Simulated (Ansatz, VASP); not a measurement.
BP: VASP beside Ansatz

```
B P
1.0
     0.00000    2.26832    2.26832
     2.26832    0.00000    2.26832
     2.26832    2.26832    0.00000
B P
1 1
Cartesian
  0.0000 0.0000 0.0000
  1.1342 1.1342 1.1342
```

Alike in both runs: task single point; functional r2SCAN; k mesh 8 × 8 × 8; no spin polarisation.

|  | VASP | Ansatz |
| --- | --- | --- |
| version | VASP 6.6.1 | Ansatz 0.2.0 |
| potentials or method | VASP PAW PBE potentials, release 64 (B, P) | plane waves, PAW |
| plane-wave cutoff (eV) | 550 | 500 |
| occupations | gaussian, width 0.01 eV | fixed |
| valence electrons in the cell | 8 | 8 |

|  | VASP | Ansatz | Ansatz less VASP |
| --- | --- | --- | --- |
| gap on the k mesh at the Fermi level (eV) | 1.48 | 1.45 | -0.030 |

VASP's potentials were made for PBE, not for r2SCAN.
